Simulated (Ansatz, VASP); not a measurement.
## F in VASP and in Ansatz

```
CELL_PARAMETERS angstrom
12.00000 0.00000 0.00000
0.00000 12.30000 0.00000
0.00000 0.00000 12.60000
ATOMIC_POSITIONS crystal
F 0.50000 0.50000 0.44349
F 0.50000 0.50000 0.55651
```

Alike in both runs: functional RPBE; k mesh 1 × 1 × 1; occupations fermi-dirac, width 0.01 eV; no spin polarisation.

Ansatz relaxed the structure, and its values are those at the end. VASP's run is a single point on that final structure, the one shown.

|  | VASP | Ansatz |
| --- | --- | --- |
| version | VASP 6.6.1 | Ansatz 0.2.0 |
| potentials or method | VASP PAW PBE potentials, release 64 (F), cutoff 520 eV | plane waves (420 eV) with PAW, scalar-relativistic |
| valence electrons in the cell | 14 | 14 |

VASP gave:

| Property | Result |
| --- | --- |
| rms of the force components (eV/Å) | 0.194 |

Estimate Ansatz's values.

rms of the force components (eV/Å): 0.002.

VASP's potentials were made for PBE, not for RPBE. One of these differences is far larger than is usual between the two programs; its cause wasn't traced.
